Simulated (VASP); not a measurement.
# Pb (Fd-3m) in VASP: notebook

Pb is run at these levels: PBE; tasks: single point.

All numbers are computed with VASP 6.6.1; they aren't measurements. Logs are shortened: lines on timing, memory, paths and dates and some standing lists are left out, and cuts for length are marked.

**1. The cell of the first run**

The structure is cubic, space group Fd-3m (No. 227). Conventional cell: a = 5.203 Å, b = 5.203 Å, c = 5.203 Å, α = 90.00°, β = 90.00°, γ = 90.00°. Within 3.0 Å of Pb (site symmetry -43m) lie 4 Pb at 2.25 Å.

**2. Single point, PBE (volume scaled by 0.4)**

INCAR reads:

```
PREC = Accurate ; ENCUT = 520
EDIFF = 1E-6 ; ISMEAR = -1
SIGMA = 0.1 ; LREAL = F
LASPH = T ; NELM = 100
ALGO = Normal ; ISIF = 2
LWAVE = F ; LCHARG = F
GGA = PE ; NBANDS = 21
```

KPOINTS reads:

```
Automatic mesh
0
Gamma
  11 11 11
```

POSCAR reads:

```
Pb
1.0
    0.0000000000      2.6017147544      2.6017147544
    2.6017147544      0.0000000000      2.6017147544
    2.6017147544      2.6017147544      0.0000000000
Pb
2
Direct
   -0.1250000000     -0.1250000000     -0.1250000000
    0.1250000000      0.1250000000      0.1250000000
```

Potentials or basis: VASP PAW PBE potentials, release 64 (Pb_d).

On the command line:

```
> cat potpaw_PBE.64/Pb_d/POTCAR > POTCAR
> mpirun -np 1 vasp_std > vasp.out
```

OUTCAR:

```text
PREC = Accurate
   ENCUT = 520
   EDIFF = 1E-6
   ISMEAR = -1
   LREAL = F
   LASPH = T
   NELM = 100
   ISIF = 2
   GGA = PE

 ion  position               nearest neighbor table
   1  0.875  0.875  0.875-   2 2.25   2 2.25   2 2.25   2 2.25
   2  0.125  0.125  0.125-   1 2.25   1 2.25   1 2.25   1 2.25

  LATTYP: Found a face centered cubic cell.
 ALAT       =     5.2034295088

  Lattice vectors:

 A1 = (   0.0000000000,   2.6017147544,   2.6017147544)
 A2 = (   2.6017147544,   0.0000000000,   2.6017147544)
 A3 = (   2.6017147544,   2.6017147544,   0.0000000000)

Analysis of symmetry for initial positions (statically):
=====================================================================
 Subroutine PRICEL returns:
 Original cell was already a primitive cell.

 Routine SETGRP: Setting up the symmetry group for a
 face centered cubic supercell.

 Subroutine GETGRP returns: Found 48 space group operations
 (whereof 12 operations were pure point group operations)
 out of a pool of 48 trial point group operations.

The static configuration has the point symmetry D_3d.
 The point group associated with its full space group is O_h .

Analysis of symmetry for dynamics (positions and initial velocities):
=====================================================================
 Subroutine PRICEL returns:
 Original cell was already a primitive cell.

 Routine SETGRP: Setting up the symmetry group for a
 face centered cubic supercell.

 Subroutine GETGRP returns: Found 48 space group operations
 (whereof 12 operations were pure point group operations)
 out of a pool of 48 trial point group operations.

The dynamic configuration has the point symmetry D_3d.
 The point group associated with its full space group is O_h .

 Subroutine INISYM returns: Found 48 space group operations
 (whereof 12 operations are pure point group operations),
 and found     1 'primitive' translations

----------------------------------------------------------------------------------------

                                     Primitive cell

  volume of cell :      35.2216

  direct lattice vectors                    reciprocal lattice vectors
     0.000000000  2.601714754  2.601714754    -0.192180945  0.192180945  0.192180945
     2.601714754  0.000000000  2.601714754     0.192180945 -0.192180945  0.192180945
     2.601714754  2.601714754  0.000000000     0.192180945  0.192180945 -0.192180945

  length of vectors
     3.679380291  3.679380291  3.679380291     0.332867161  0.332867161  0.332867161

  position of ions in fractional coordinates (direct lattice)
     0.875000000  0.875000000  0.875000000
     0.125000000  0.125000000  0.125000000

  ion indices of the primitive-cell ions
   primitive index   ion index
                 1           1
                 2           2

----------------------------------------------------------------------------------------

 KPOINTS: Automatic mesh

Automatic generation of k-mesh.
 Grid dimensions read from file:
 generate k-points for:   11   11   11

 Generating k-lattice:

  Cartesian coordinates                     Fractional coordinates (reciprocal lattice)
    -0.017470995  0.017470995  0.017470995     0.090909091  0.000000000  0.000000000
     0.017470995 -0.017470995  0.017470995     0.000000000  0.090909091  0.000000000
     0.017470995  0.017470995 -0.017470995     0.000000000  0.000000000  0.090909091

  Length of vectors
     0.030260651  0.030260651  0.030260651

  Shift w.r.t. Gamma in fractional coordinates (k-lattice)
     0.000000000  0.000000000  0.000000000

 Subroutine IBZKPT returns following result:
 ===========================================

 Found     56 irreducible k-points:

 Following reciprocal coordinates:
            Coordinates               Weight
  0.000000  0.000000  0.000000      1.000000
  0.090909  0.000000  0.000000      8.000000
  0.181818  0.000000  0.000000      8.000000
  0.272727  0.000000  0.000000      8.000000
  0.363636  0.000000  0.000000      8.000000
  0.454545  0.000000  0.000000      8.000000
[... 16 lines left out ...]
 -0.272727  0.181818  0.000000     24.000000
 -0.181818  0.181818  0.000000     12.000000
 [... further k-points ...]
   k-points           NKPTS =     56   k-points in BZ     NKDIM =     56   number of bands    NBANDS=     21
   number of dos      NEDOS =    301   number of ions     NIONS =      2
   total plane-waves  NPLWV =  21952
   dimension x,y,z NGX =    28 NGY =   28 NGZ =   28
   dimension x,y,z NGXF=    56 NGYF=   56 NGZF=   56
   ions per type =               2
   NGX,Y,Z   is equivalent  to a cutoff of  12.65, 12.65, 12.65 a.u.
   NGXF,Y,Z  is equivalent  to a cutoff of  25.30, 25.30, 25.30 a.u.
 SYSTEM =  unknown system
   PREC   = accura    normal or accurate (medium, high low for compatibility)
   ISTART =      0    job   : 0-new  1-cont  2-samecut
   ICHARG =      2    charge: 1-file 2-atom 10-const
   ISPIN  =      1    spin polarized calculation?
   LNONCOLLINEAR =      F non collinear calculations
   LSORBIT =      F    spin-orbit coupling
   LASPH  =      T    aspherical Exc in radial PAW
   ENCUT  =  520.0 eV  38.22 Ry    6.18 a.u.   6.84  6.84  6.84*2*pi/ulx,y,z
   NELM   =    100;   NELMIN=  2; NELMDL= -5     # of ELM steps
   EDIFF  = 0.1E-05   stopping-criterion for ELM
   LREAL  =      F    real-space projection
   EDIFFG = 0.1E-04   stopping-criterion for IOM
   NSW    =      0    number of steps for IOM
   IBRION =     -1    ionic relax: 0-MD 1-quasi-New 2-CG
   NFREE  =      0    steps in history (QN), initial steepest desc. (CG)
   ISIF   =      2    stress and relaxation
   ISYM   =      2    0-nonsym 1-usesym 2-fastsym
   POTIM  = 0.5000    time-step for ionic-motion
   TEBEG  =    0.0;   TEEND  =   0.0 temperature during run
   PSTRESS=    0.0 pullay stress
   NELECT =      28.0000    total number of electrons
   NUPDOWN=      -1.0000    fix difference up-down
   EMIN   =  10.00;   EMAX   =-10.00  energy-range for DOS
   EFERMI =   0.00;   METHOD = LEGACY
   ISMEAR =    -1;   SIGMA  =   0.10  broadening in eV -4-tet -1-fermi 0-gaus
   EFERMI_NEDOS =   21; number of points for ismear=-14 and -15
   IALGO  =     38    algorithm
   IMIX   =      4    mixing-type and parameters
     AMIX     =   0.40;   BMIX     =  1.00
     AMIX_MAG =   1.60;   BMIX_MAG =  1.00
  volume/ion in A,a.u.               =      17.61       118.84
  Fermi-wavevector in a.u.,A,eV,Ry     =   1.516554  2.865871 31.292522  2.299936
  Thomas-Fermi vector in A             =   2.625928
   LORBIT       =      0    0 simple, 1 ext, 2 COOP (PROOUT), +10 PAW based schemes
   GGA     = PE    functional components
   LHFCALC =     F    Hartree Fock is set to
   AEXX    =    0.0000 exact exchange contribution
   IVDW    =     0    specifies the selected vdW correction
   LEPSILON=     F    determine dielectric tensor
   LRPA    =     F    only Hartree local field effects (RPA)
 non-spin polarized calculation
  energy-cutoff  :      520.00
  volume of cell :       35.22
 maximum number of plane-waves:       959
   NGX = 13   NGY = 13   NGZ = 13

 number of electron      27.9999999 magnetization

 Free energy of the ion-electron system (eV)
  ---------------------------------------------------
  ext. energy  EPLUGINS =         0.00000000
  ---------------------------------------------------
  free energy    TOTEN  =         8.02860239 eV

  energy without entropy =        8.04155172  energy(sigma->0) =        8.03507705

 E-fermi :  17.1650     XC(G=0): -12.7425

 val. band max:       17.1468028217   @ k =   0.2727   0.2727   0.0000
 cond. band min:      17.2143911298   @ k =  -0.1818   0.0909   0.0000
 fundamental gap:      0.0675883081
 Fermi energy:        17.1650131614

 k-point     1 :       0.0000    0.0000    0.0000
  band No.  band energies     occupation
      1      -5.5197      2.00000
      2      -5.5197      2.00000
      3      -5.5197      2.00000
      4      -5.3185      2.00000
      5      -5.3185      2.00000
      6      -2.7527      2.00000
[... 13 lines left out ...]
     20      23.5002      0.00000
     21      23.5002      0.00000

 k-point     2 :       0.0909    0.0000    0.0000
  band No.  band energies     occupation
      1      -5.6176      2.00000
      2      -5.6176      2.00000
      3      -5.5217      2.00000
      4      -5.1904      2.00000
      5      -5.1904      2.00000
      6      -3.0587      2.00000
[... 13 lines left out ...]
     20      23.4754      0.00000
     21      23.4973      0.00000

 k-point     3 :       0.1818    0.0000    0.0000
  band No.  band energies     occupation
      1      -5.7247      2.00000
      2      -5.7247      2.00000
      3      -5.5283      2.00000
      4      -5.0110      2.00000
      5      -5.0110      2.00000
      6      -3.3343      2.00000
[... 13 lines left out ...]
     20      23.6746      0.00000
     21      23.6746      0.00000

 k-point     4 :       0.2727    0.0000    0.0000
  band No.  band energies     occupation
      1      -5.7779      2.00000
      2      -5.7779      2.00000
      3      -5.5394      2.00000
      4      -4.8877      2.00000
      5      -4.8877      2.00000
      6      -3.5692      2.00000
[... 13 lines left out ...]
     20      24.4853      0.00000
     21      24.4853      0.00000

 k-point     5 :       0.3636    0.0000    0.0000
  band No.  band energies     occupation
      1      -5.7842      2.00000
      2      -5.7842      2.00000
      3      -5.5512      2.00000
      4      -4.8465      2.00000
      5      -4.8465      2.00000
      6      -3.7490      2.00000
[... 13 lines left out ...]
     20      25.5208      0.00000
     21      25.9362      0.00000
[... 382 lines left out ...]
     20      26.6503      0.00000
     21      27.6331      0.00000

 k-point    22 :      -0.3636    0.1818    0.0000
  band No.  band energies     occupation
      1      -6.0141      2.00000
      2      -5.9043      2.00000
      3      -5.3025      2.00000
      4      -4.7438      2.00000
      5      -4.4249      2.00000
      6      -4.0026      2.00000
[... 13 lines left out ...]
     20      25.5248      0.00000
     21      27.0024      0.00000

 k-point    23 :      -0.2727    0.1818    0.0000
  band No.  band energies     occupation
      1      -5.9362      2.00000
      2      -5.9222      2.00000
      3      -5.3297      2.00000
      4      -4.8819      2.00000
      5      -4.4304      2.00000
      6      -3.8599      2.00000
[... 13 lines left out ...]
     20      25.8093      0.00000
     21      27.9293      0.00000

 k-point    24 :      -0.1818    0.1818    0.0000
  band No.  band energies     occupation
      1      -5.9192      2.00000
      2      -5.7916      2.00000
      3      -5.4434      2.00000
      4      -4.9590      2.00000
      5      -4.5811      2.00000
      6      -3.6899      2.00000
[... 13 lines left out ...]
     20      25.3620      0.00000
     21      27.6601      0.00000

 [... further k-points ...]

------------------------ aborting loop because EDIFF is reached ----------------------------------------

  FORCE on cell =-STRESS in cart. coord.  units (eV):
  Direction    XX          YY          ZZ          XY          YZ          ZX
  --------------------------------------------------------------------------------------
  -------------------------------------------------------------------------------------
  Total       47.9821862     47.9821862     47.9821862      0.0000000     -0.0000000      0.0000000
  in kB     2182.6373311   2182.6373311   2182.6373311      0.0000000     -0.0000000      0.0000000
  external PRESSURE =    2182.6373311 kB  Pullay stress =       0.0000000 kB

 VOLUME and BASIS-vectors are now :
 -----------------------------------------------------------------------------
  energy-cutoff  :      520.00
  volume of cell :       35.22
      direct lattice vectors                 reciprocal lattice vectors
     0.000000000  2.601714754  2.601714754    -0.192180945  0.192180945  0.192180945
     2.601714754  0.000000000  2.601714754     0.192180945 -0.192180945  0.192180945
     2.601714754  2.601714754  0.000000000     0.192180945  0.192180945 -0.192180945

 POSITION                                       TOTAL-FORCE (eV/Angst)
 -----------------------------------------------------------------------------------
      4.55300      4.55300      4.55300        -0.000000      0.000000     -0.000000
      0.65043      0.65043      0.65043         0.000000     -0.000000      0.000000
 -----------------------------------------------------------------------------------
    total drift:                                0.000000     -0.000000     -0.000000

  FREE ENERGIE OF THE ION-ELECTRON SYSTEM (eV)
  ---------------------------------------------------
  free  energy   TOTEN  =         8.0286023880 eV

  energy  without entropy=        8.0415517198  energy(sigma->0) =        8.03507705
```

Run time: 21 s. Hardware: 1 thread of AMD EPYC 9R45 (Zen 5), shared host; peak memory 0.14 GiB.

What came out:

```
Free energy            : 8.0286 eV
Pressure               : 218.3 GPa
Band gap on the k mesh : zero (band 14 reaches 18.79 eV, above the bottom of band 15 at 16.91 eV)
```

Levels at points of the mesh, in eV from the Fermi level:
```csv
k point,band 10,band 11,band 12,band 13,band 14,band 15,band 16,band 17,band 18,band 19
"(0.00, 0.00, 0.00)",-18.96,-18.96,1.60,1.63,1.63,1.63,2.79,2.85,2.85,2.85
```

Caveat: spin-orbit coupling is left out, which moves the levels of the heavy elements.

**3. Single point, PBE (volume scaled by 0.4)**

INCAR reads:

```
SYSTEM = Pb
ALGO     = Normal         ! electronic algorithm
EDIFF    = 1E-6           ! SCF threshold, eV
ENCUT    = 520            ! plane-wave cutoff, eV
GGA      = PE             ! functional
ISIF     = 2              ! what is computed and relaxed
ISMEAR   = -1             ! smearing method
LASPH    = .True.         ! aspherical terms in the spheres
LCHARG   = .False.        ! write CHGCAR
LREAL    = .False.        ! projectors in reciprocal space
LWAVE    = .False.        ! write WAVECAR
NBANDS   = 21             ! bands
NELM     = 100            ! most SCF steps
PREC     = Accurate       ! precision mode
SIGMA    = 0.1            ! smearing width, eV
```

KPOINTS reads:

```
k-points
0
Gamma
  11 11 11
  0 0 0
```

POSCAR is that of step 2.

Potentials or basis: VASP PAW PBE potentials, release 64 (Pb_d).

On the command line:

```
> cat potpaw_PBE.64/Pb_d/POTCAR > POTCAR
> mpirun -np 1 vasp_std > vasp.out
```

OUTCAR:

```text
SYSTEM = Pb
   EDIFF = 1E-6
   ENCUT = 520
   GGA = PE
   ISIF = 2
   ISMEAR = -1
   LASPH = .True.
   LREAL = .False.
   NELM = 100
   PREC = Accurate

 ion  position               nearest neighbor table
   1  0.875  0.875  0.875-   2 2.25   2 2.25   2 2.25   2 2.25
   2  0.125  0.125  0.125-   1 2.25   1 2.25   1 2.25   1 2.25

  LATTYP: Found a face centered cubic cell.
 ALAT       =     5.2034295088

  Lattice vectors:

 A1 = (   0.0000000000,   2.6017147544,   2.6017147544)
[... 763 lines left out ...]
------------------------ aborting loop because EDIFF is reached ----------------------------------------

  FORCE on cell =-STRESS in cart. coord.  units (eV):
  Direction    XX          YY          ZZ          XY          YZ          ZX
  --------------------------------------------------------------------------------------
  -------------------------------------------------------------------------------------
  Total       47.9821862     47.9821862     47.9821862      0.0000000     -0.0000000      0.0000000
  in kB     2182.6373311   2182.6373311   2182.6373311      0.0000000     -0.0000000      0.0000000
  external PRESSURE =    2182.6373311 kB  Pullay stress =       0.0000000 kB

 VOLUME and BASIS-vectors are now :
 -----------------------------------------------------------------------------
  energy-cutoff  :      520.00
  volume of cell :       35.22
      direct lattice vectors                 reciprocal lattice vectors
     0.000000000  2.601714754  2.601714754    -0.192180945  0.192180945  0.192180945
     2.601714754  0.000000000  2.601714754     0.192180945 -0.192180945  0.192180945
     2.601714754  2.601714754  0.000000000     0.192180945  0.192180945 -0.192180945

 POSITION                                       TOTAL-FORCE (eV/Angst)
 -----------------------------------------------------------------------------------
      4.55300      4.55300      4.55300        -0.000000      0.000000     -0.000000
      0.65043      0.65043      0.65043         0.000000     -0.000000      0.000000
 -----------------------------------------------------------------------------------
    total drift:                                0.000000     -0.000000     -0.000000

  FREE ENERGIE OF THE ION-ELECTRON SYSTEM (eV)
  ---------------------------------------------------
  free  energy   TOTEN  =         8.0286023880 eV

  energy  without entropy=        8.0415517198  energy(sigma->0) =        8.03507705
```

OSZICAR:

```text
N       E                     dE             d eps       ncg     rms          rms(c)
DAV:   1     0.316403878264E+03    0.31640E+03   -0.14544E+04  2392   0.197E+03
DAV:   2     0.305299270597E+02   -0.28587E+03   -0.27943E+03  2377   0.457E+02
DAV:   3     0.817991845181E+01   -0.22350E+02   -0.22144E+02  2784   0.154E+02
DAV:   4     0.750243684258E+01   -0.67748E+00   -0.67679E+00  2851   0.272E+01
DAV:   5     0.747329814036E+01   -0.29139E-01   -0.29137E-01  3334   0.531E+00    0.501E+00
DAV:   6     0.783211766015E+01    0.35882E+00   -0.79806E-02  3875   0.378E+00    0.285E+00
DAV:   7     0.802832591979E+01    0.19621E+00   -0.10732E-01  3753   0.432E+00    0.197E-01
DAV:   8     0.802860068677E+01    0.27477E-03   -0.59655E-03  2858   0.772E-01    0.349E-02
DAV:   9     0.802855564181E+01   -0.45045E-04   -0.18328E-04  3455   0.139E-01    0.130E-02
DAV:  10     0.802859493165E+01    0.39290E-04   -0.17371E-05  3502   0.617E-02    0.495E-03
DAV:  11     0.802860329818E+01    0.83665E-05   -0.27071E-06  2224   0.224E-02    0.979E-04
DAV:  12     0.802860238799E+01   -0.91019E-06   -0.39506E-07  1586   0.110E-02
   1 F= 0.80286024E+01 E0= 0.80350771E+01  d E =-.129493E-01
```

stdout:

```text
POSCAR found type information on POSCAR Pb
 POSCAR found :  1 types and       2 ions
 scaLAPACK will be used
 LDA part: xc-table for (Slater+PW92), standard interpolation
 POSCAR, INCAR and KPOINTS ok, starting setup
 FFT: planning ... GRIDC
 FFT: planning ... GRID_SOFT
 FFT: planning ... GRID
 WAVECAR not read
 entering main loop
```

Run time: 22 s. Hardware: 1 thread of AMD EPYC 9R45 (Zen 5), shared host; peak memory 0.14 GiB.

Results:

```
Free energy            : 8.0286 eV
Pressure               : 218.3 GPa
Band gap on the k mesh : zero (band 14 reaches 18.79 eV, above the bottom of band 15 at 16.91 eV)
```

Caveat: spin-orbit coupling is left out, which moves the levels of the heavy elements.

**4. Single point, PBE (volume scaled by 0.5)**

INCAR reads:

```
SYSTEM = Pb
PREC = Accurate
ENCUT = 520
EDIFF = 1E-6
ISMEAR = -1
SIGMA = 0.1
LREAL = .FALSE.
LASPH = .TRUE.
NELM = 60
ALGO = Normal
ISIF = 2
LWAVE = .FALSE.
LCHARG = .TRUE.
GGA = PE
LELF = .TRUE.
LVHAR = .TRUE.
NBANDS = 21
```

KPOINTS reads:

```
Automatic mesh
0
G
  11 11 11
  0 0 0
```

POSCAR reads:

```
Pb
1.0
    0.0000000000      2.8026122602      2.8026122602
    2.8026122602      0.0000000000      2.8026122602
    2.8026122602      2.8026122602      0.0000000000
Pb
2
Direct
   -0.1250000000     -0.1250000000     -0.1250000000
    0.1250000000      0.1250000000      0.1250000000
```

On the command line:

```
> cat potpaw_PBE.64/Pb_d/POTCAR > POTCAR
> mpirun -np 1 vasp_std > vasp.out
```

Run time: 26 s. Hardware: 1 thread of AMD EPYC 9R45 (Zen 5), shared host; peak memory 0.16 GiB.

It converged, with:

* Free energy: -0.0225 eV
* Pressure: 94.4 GPa
* Band gap on the k mesh: zero (band 14 reaches 13.53 eV, above the bottom of band 15 at 12.58 eV)

Levels at points of the mesh, in eV from the Fermi level:
| k point | band 10 | band 11 | band 12 | band 13 | band 14 | band 15 | band 16 | band 17 | band 18 | band 19 |
| --- | --- | --- | --- | --- | --- | --- | --- | --- | --- | --- |
| (0.00, 0.00, 0.00) | -18.15 | -16.94 | -0.06 | 0.82 | 0.82 | 0.82 | 2.52 | 2.52 | 2.52 | 3.40 |

Caveat: spin-orbit coupling is left out, which moves the levels of the heavy elements.

(Part 1 of 2 ends here.)
